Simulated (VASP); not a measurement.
Here is a VASP 6.6.1 calculation.

The input INCAR:

```
SYSTEM = CoPdO2
  PREC = Accurate
  ENCUT = 520
  EDIFF = 1E-6
  ISMEAR = -1
  SIGMA = 0.05
  LREAL = .False.
  LASPH = .True.
  NELM = 150
  ALGO = Normal
  ISIF = 2
  LWAVE = .False.
  LCHARG = .False.
  ISPIN = 2
  MAGMOM = 0 0.5 0 0
  LORBIT = 11
  NUPDOWN = 0.5
  LMAXMIX = 4
  GGA = PE
  NBANDS = 28
```

File KPOINTS:

```
Automatic mesh
0
Gamma
  9 9 9
  0 0 0
```

POSCAR

```
CoPdO2
1.0
    1.4316899074      0.8265865534      5.9577715763
   -1.4316899074      0.8265865534      5.9577715763
    0.0000000000     -1.6531731068      5.9577715763
Pd Co O
1 1 2
Direct
    0.0000000000      0.0000000000      0.0000000000
    0.5000000000      0.5000000000      0.5000000000
    0.1124760000      0.1124760000      0.1124760000
    0.8875240000      0.8875240000      0.8875240000
```

Potentials or basis: VASP PAW PBE potentials, release 64 (Pd, Co, O).

The run is started by

```console
$ cat potpaw_PBE.64/Pd/POTCAR potpaw_PBE.64/Co/POTCAR potpaw_PBE.64/O/POTCAR > POTCAR
$ mpirun -np 1 vasp_std > vasp.out
```

**Question.** What does it give for the largest force?

**Answer.** 0.190 eV/Å.

**Question.** Estimate the pressure.

**Answer.** 0.6 GPa.

Forces in eV/Å, atoms in the order of the input:
```
Pd   0.000  0.000  0.000
Co   0.000  0.000  0.000
O    0.000  0.000  0.190
O    0.000  0.000 -0.190
```

Caveat: the total moment is fixed, so each spin has its own Fermi level; a cell with one magnetic atom can't hold antiferromagnetic order, which such compounds often take.
